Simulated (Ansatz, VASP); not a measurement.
# Two plane-wave programs on MgRe

```
Mg Re
1.0
     0.00000    2.64174    2.64174
     2.64174    0.00000    2.64174
     2.64174    2.64174    0.00000
Mg Re
1 1
Direct
  0.00000 0.00000 0.00000
  0.75000 0.75000 0.75000
```

Alike in both runs: task relaxation of cell and atoms; functional PBE; k mesh 6 × 6 × 6; occupations gaussian, width 0.1 eV; no spin polarisation.

|  | VASP | Ansatz |
| --- | --- | --- |
| version | VASP 6.6.1 | Ansatz 0.2.0 |
| potentials or method | VASP PAW PBE potentials, release 64 (Mg, Re), cutoff 600 eV | scalar-relativistic, plane waves, PAW |
| valence electrons in the cell | 9 | 25 |

Ansatz gave:

* gap on the k mesh at the Fermi level, each at its own relaxed structure (eV): none
* relaxed volume (Å³/atom): 26.69
* relaxed cell length with the largest relative difference (Å): 4.226

Question: Which values does VASP return?

Answer: gap on the k mesh at the Fermi level, each at its own relaxed structure (eV): none; relaxed volume (Å³/atom): 26.82; relaxed cell length with the largest relative difference (Å): 4.233.

A gap of «none» marks a metal or a gap that the smearing closes. VASP's potentials hold 9 valence electrons a cell and Ansatz's 25, so a difference there can come from the potentials and not from the codes.

Spin-orbit coupling is off throughout. Noted on VASP's run: the volume moved by over 15 % at a fixed basis, so the end points are rough.
